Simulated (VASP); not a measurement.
# Ca (P6_3/mmc) in VASP: notebook, part 2 of 2

VASP 6.6.1. The steps go on from the part before.

## (5) Single point, PBEsol (41.99 Å³/atom)

This run uses another cell than the first one, of 41.99 Å³/atom.

INCAR reads:

```
SYSTEM = Ca
PREC = Accurate ; ENCUT = 520
EDIFF = 1E-7 ; ISMEAR = 0
SIGMA = 0.1 ; LREAL = .False.
LASPH = .True. ; NELM = 80
ALGO = Normal ; ISIF = 2
LWAVE = .False. ; LCHARG = .True.
GGA = PS ; LELF = .True.
LVHAR = .True. ; NBANDS = 17
```

KPOINTS reads:

```
Automatic mesh
0
Gamma
  12 12 8
  0 0 0
```

POSCAR reads:

```
Ca
1.0
    3.8918142492      0.0000000000      0.0000000000
   -1.9459071246      3.3704100066      0.0000000000
    0.0000000000      0.0000000000      6.4029636464
Ca
2
Direct
    0.3333333333      0.6666666667      0.2500000000
    0.6666666667      0.3333333333      0.7500000000
```

Potentials or basis: VASP PAW PBE potentials, release 64 (Ca_sv).

The run is started by

```sh
$ cat potpaw_PBE.64/Ca_sv/POTCAR > POTCAR
$ mpirun -np 1 vasp_std > vasp.out
```

OUTCAR:

```text
SYSTEM = Ca
   PREC = Accurate
   ENCUT = 520
   EDIFF = 1E-7
   ISMEAR = 0
   LREAL = .False.
   LASPH = .True.
   NELM = 80
   ISIF = 2
   GGA = PS

 ion  position               nearest neighbor table
   1  0.333  0.667  0.250-
   2  0.667  0.333  0.750-

  LATTYP: Found a hexagonal cell.
 ALAT       =     3.8918142492
 C/A-ratio  =     1.6452387592

  Lattice vectors:

 A1 = (   3.8918142492,   0.0000000000,   0.0000000000)
[... 668 lines left out ...]

------------------------ aborting loop because EDIFF is reached ----------------------------------------

  FORCE on cell =-STRESS in cart. coord.  units (eV):
  Direction    XX          YY          ZZ          XY          YZ          ZX
  --------------------------------------------------------------------------------------
  -------------------------------------------------------------------------------------
  Total       -0.2616734     -0.2616734     -0.2752731      0.0000000     -0.0000000      0.0000000
  in kB       -4.9917664     -4.9917664     -5.2511986      0.0000000     -0.0000000      0.0000000
  external PRESSURE =      -5.0782438 kB  Pullay stress =       0.0000000 kB

 VOLUME and BASIS-vectors are now :
 -----------------------------------------------------------------------------
  energy-cutoff  :      520.00
  volume of cell :       83.99
      direct lattice vectors                 reciprocal lattice vectors
     3.891814249  0.000000000  0.000000000     0.256949571  0.148349904  0.000000000
    -1.945907125  3.370410007  0.000000000     0.000000000  0.296699807  0.000000000
     0.000000000  0.000000000  6.402963646     0.000000000  0.000000000  0.156177679

 POSITION                                       TOTAL-FORCE (eV/Angst)
 -----------------------------------------------------------------------------------
     -0.00000      2.24694      1.60074        -0.000000     -0.000000      0.000000
      1.94591      1.12347      4.80222         0.000000      0.000000      0.000000
 -----------------------------------------------------------------------------------
    total drift:                                0.000000     -0.000000      0.000000

  FREE ENERGIE OF THE ION-ELECTRON SYSTEM (eV)
  ---------------------------------------------------
  free  energy   TOTEN  =        -4.2624596545 eV

  energy  without entropy=       -4.2525812835  energy(sigma->0) =       -4.25752047
```

OSZICAR:

```text
N       E                     dE             d eps       ncg     rms          rms(c)
DAV:   1     0.169897951580E+03    0.16990E+03   -0.10187E+04  3230   0.107E+03
DAV:   2     0.479146725002E+01   -0.16511E+03   -0.16318E+03  3633   0.314E+02
DAV:   3    -0.397984997957E+01   -0.87713E+01   -0.87261E+01  6313   0.531E+01
DAV:   4    -0.426545676113E+01   -0.28561E+00   -0.28500E+00  4039   0.102E+01
DAV:   5    -0.428055522106E+01   -0.15098E-01   -0.15086E-01  5512   0.147E+00    0.317E+00
DAV:   6    -0.426821656244E+01    0.12339E-01   -0.17845E-02  4073   0.134E+00    0.191E+00
DAV:   7    -0.426271550320E+01    0.55011E-02   -0.28758E-02  3918   0.186E+00    0.107E-01
DAV:   8    -0.426242652619E+01    0.28898E-03   -0.23680E-03  5124   0.344E-01    0.344E-02
DAV:   9    -0.426245983440E+01   -0.33308E-04   -0.18997E-04  4874   0.791E-02    0.113E-02
DAV:  10    -0.426246128464E+01   -0.14502E-05   -0.13094E-05  4178   0.322E-02    0.823E-03
DAV:  11    -0.426245956229E+01    0.17224E-05   -0.11246E-06  4688   0.110E-02    0.236E-03
DAV:  12    -0.426245965446E+01   -0.92176E-07   -0.59898E-08  3409   0.169E-03
   1 F= -.42624597E+01 E0= -.42575205E+01  d E =-.987837E-02
```

It took 1.7 min on 1 thread of Intel Xeon 6975P-C (Granite Rapids), shared host; peak memory 0.26 GiB.

Results:

```yaml
Free_energy: -4.2625 eV
Pressure: -0.5 GPa
Band_gap_on_the_k_mesh: zero (bands 10 and 11 overlap by 0.49 eV)
```

Levels at points of the mesh, in eV from the Fermi level:
| k point | band 6 | band 7 | band 8 | band 9 | band 10 | band 11 | band 12 | band 13 | band 14 | band 15 |
| --- | --- | --- | --- | --- | --- | --- | --- | --- | --- | --- |
| (0.00, 0.00, 0.00) | -22.87 | -22.87 | -22.87 | -4.11 | -1.10 | -0.24 | 2.23 | 2.27 | 2.27 | 2.57 |
| (0.50, 0.00, 0.00) | -22.93 | -22.90 | -22.90 | -1.15 | -0.71 | 0.18 | 0.34 | 1.34 | 1.88 | 2.19 |
| (0.00, 0.00, 0.50) | -22.88 | -22.88 | -22.88 | -3.09 | -3.09 | 1.34 | 1.34 | 2.26 | 2.26 | 2.26 |
| (0.50, 0.00, 0.50) | -22.91 | -22.91 | -22.91 | -0.73 | -0.73 | 0.08 | 0.08 | 1.42 | 1.42 | 2.86 |

Caveat: the PAW data sets were made with another functional, which shifts forces and pressure a little.

## (6) Relaxation of shape and atoms at fixed volume, PBEsol (35.88 Å³/atom)

This run uses another cell than the first one, of 35.88 Å³/atom.

INCAR reads:

```
PREC     = Accurate       # precision mode
ENCUT    = 600            # plane-wave cutoff, eV
EDIFF    = 1E-6           # SCF threshold, eV
ISMEAR   = 0              # smearing method
SIGMA    = 0.1            # smearing width, eV
LREAL    = False          # projectors in reciprocal space
LASPH    = True           # aspherical terms in the spheres
NELM     = 60             # most SCF steps
ALGO     = Fast           # electronic algorithm
ISIF     = 4              # what is computed and relaxed
LWAVE    = False          # write WAVECAR
LCHARG   = False          # write CHGCAR
GGA      = PS             # functional
IBRION   = 2              # ionic algorithm
NSW      = 50             # ionic steps
EDIFFG   = -0.01          # ionic threshold
```

KPOINTS reads:

```
Automatic mesh
0
Gamma
  12 12 8
```

POSCAR reads:

```
Ca
1.0
    3.6895777062      0.0000000000      0.0000000000
   -1.8447888531      3.1952680228      0.0000000000
    0.0000000000      0.0000000000      6.0866365314
Ca
2
Direct
    0.3333333333      0.6666666667      0.2500000000
    0.6666666667      0.3333333333      0.7500000000
```

Potentials or basis: VASP PAW PBE potentials, release 64 (Ca_sv).

The run is started by

```sh
$ cat potpaw_PBE.64/Ca_sv/POTCAR > POTCAR
$ mpirun -np 1 vasp_std > vasp.out
```

OUTCAR:

```text
PREC = Accurate
   ENCUT = 600
   EDIFF = 1E-6
   ISMEAR = 0
   LREAL = False
   LASPH = True
   NELM = 60
   ISIF = 4
   GGA = PS
   IBRION = 2
   NSW = 50
   EDIFFG = -0.01

 ion  position               nearest neighbor table
   1  0.333  0.667  0.250-
   2  0.667  0.333  0.750-

  LATTYP: Found a hexagonal cell.
 ALAT       =     3.6895777062
 C/A-ratio  =     1.6496837893

  Lattice vectors:

 A1 = (   3.6895777062,   0.0000000000,   0.0000000000)
 A2 = (  -1.8447888531,   3.1952680228,   0.0000000000)
 A3 = (   0.0000000000,   0.0000000000,   6.0866365314)

Analysis of symmetry for initial positions (statically):
=====================================================================
 Subroutine PRICEL returns:
 Original cell was already a primitive cell.

 Routine SETGRP: Setting up the symmetry group for a
 hexagonal supercell.

 Subroutine GETGRP returns: Found 24 space group operations
 (whereof 12 operations were pure point group operations)
 out of a pool of 24 trial point group operations.

The static configuration has the point symmetry D_3d.
 The point group associated with its full space group is D_6h.

Analysis of symmetry for dynamics (positions and initial velocities):
=====================================================================
 Subroutine PRICEL returns:
 Original cell was already a primitive cell.
[... 233 lines left out ...]

 Free energy of the ion-electron system (eV)
  ---------------------------------------------------
  ext. energy  EPLUGINS =         0.00000000
  ---------------------------------------------------
  free energy    TOTEN  =        -4.18476500 eV

  energy without entropy =       -4.17519540  energy(sigma->0) =       -4.17998020

 E-fermi :   2.6190     XC(G=0):  -8.3437

 val. band max:        2.6060627132   @ k =   0.3333   0.3333   0.3750
 cond. band min:       2.6268788397   @ k =   0.3333   0.0833   0.0000
 fundamental gap:      0.0208161264
 Fermi energy:         2.6190282760

 k-point     1 :       0.0000    0.0000    0.0000
  band No.  band energies     occupation
      1     -38.8932      2.00000
      2     -38.8652      2.00000
      3     -20.0928      2.00000
      4     -19.8883      2.00000
      5     -19.8883      2.00000
      6     -19.8570      2.00000
      7     -19.8570      2.00000
      8     -19.8473      2.00000
      9      -1.7527      2.00000
     10       1.4371      2.00000
     11       2.5149      1.85931
     12       5.0212      0.00000
     13       5.0936      0.00000
     14       5.0937      0.00000
[... 377 lines left out ...]
      1     -38.8710      2.00000
      2     -38.8562      2.00000
      3     -20.0513      2.00000
      4     -20.0153      2.00000
      5     -19.9979      2.00000
      6     -19.9306      2.00000
      7     -19.8855      2.00000
      8     -19.8800      2.00000
      9       0.0845      2.00000
     10       2.2608      2.00000
     11       2.9290      0.00001
     12       3.2563      0.00000
     13       4.4919      0.00000
     14       4.5471      0.00000

 [... further k-points ...]

------------------------ aborting loop because EDIFF is reached ----------------------------------------

  FORCE on cell =-STRESS in cart. coord.  units (eV):
  Direction    XX          YY          ZZ          XY          YZ          ZX
  --------------------------------------------------------------------------------------
  -------------------------------------------------------------------------------------
  Total        1.2714447      1.2714447      1.2995030      0.0000000     -0.0000000      0.0000000
  in kB       28.3887799     28.3887799     29.0152662      0.0000000     -0.0000000      0.0000000
  external PRESSURE =      28.5976086 kB  Pullay stress =       0.0000000 kB
[... 17 lines left out ...]
  FREE ENERGIE OF THE ION-ELECTRON SYSTEM (eV)
  ---------------------------------------------------
  free  energy   TOTEN  =        -4.1847650037 eV

  energy  without entropy=       -4.1751953984  energy(sigma->0) =       -4.17998020

 reached required accuracy - stopping structural energy minimisation
```

It took 3.9 min on 1 thread of Intel Xeon 6975P-C (Granite Rapids), shared host; peak memory 0.28 GiB.

Results:

| Item | Value |
| --- | --- |
| Free energy | -4.1848 eV |
| Energy gained by relaxing | 0.1 meV/atom |
| Ionic steps | 3 |
| Pressure after relaxing | 2.9 GPa |
| Band gap on the k mesh | zero (bands 10 and 11 overlap by 0.40 eV) |

The path:
| step | energy change (eV) | largest force (eV/Å) | pressure (GPa) | volume (Å³) |
| --- | --- | --- | --- | --- |
| 1 | 0.0000 | 0.0000 | 2.86 | 71.76 |
| 2 | -0.0001 | 0.0000 | 2.86 | 71.76 |
| 3 | -0.0001 | 0.0000 | 2.86 | 71.76 |

Final structure:
```
CELL_PARAMETERS angstrom
3.68631 0.00000 0.00000
-1.84315 3.19244 0.00000
0.00000 0.00000 6.09744
ATOMIC_POSITIONS crystal
Ca 0.33333 0.66667 0.25000
Ca 0.66667 0.33333 0.75000
```

Caveat: the PAW data sets were made with another functional, which shifts forces and pressure a little.

## (7) Summary

| task | cell | cutoff (eV) | gap on the mesh (eV) | pressure (GPa) |
| --- | --- | --- | --- | --- |
| single point | a = 3.731, b = 3.731, c = 6.155 Å, angles 90.0, 90.0, 120.0°, 2 atoms | 520 | none | 2.0 |
| single point | a = 3.775, b = 3.775, c = 6.211 Å, angles 90.0, 90.0, 120.0°, 2 atoms | 520 | none | 1.2 |
| single point | a = 3.815, b = 3.815, c = 6.276 Å, angles 90.0, 90.0, 120.0°, 2 atoms | 520 | none | 0.6 |
| single point | a = 3.892, b = 3.892, c = 6.403 Å, angles 90.0, 90.0, 120.0°, 2 atoms | 520 | none | -0.5 |
| relaxation of shape and atoms at fixed volume | relaxed from a = 3.690, b = 3.690, c = 6.087 Å, angles 90.0, 90.0, 120.0°, 2 atoms | 600 | none | 2.9 |

Alike in all rows: level PBEsol; potentials or basis VASP PAW PBE potentials, release 64 (Ca_sv); no spin polarisation; k mesh 12 × 12 × 8; smearing gaussian 0.1 eV.

Caveats: the PAW data sets were made with another functional, which shifts forces and pressure a little.

Total energies depend on the potentials used, so only differences within one code and one set of settings carry meaning.

The gap in the log of VASP goes by the Fermi energy; the results here count the filled bands.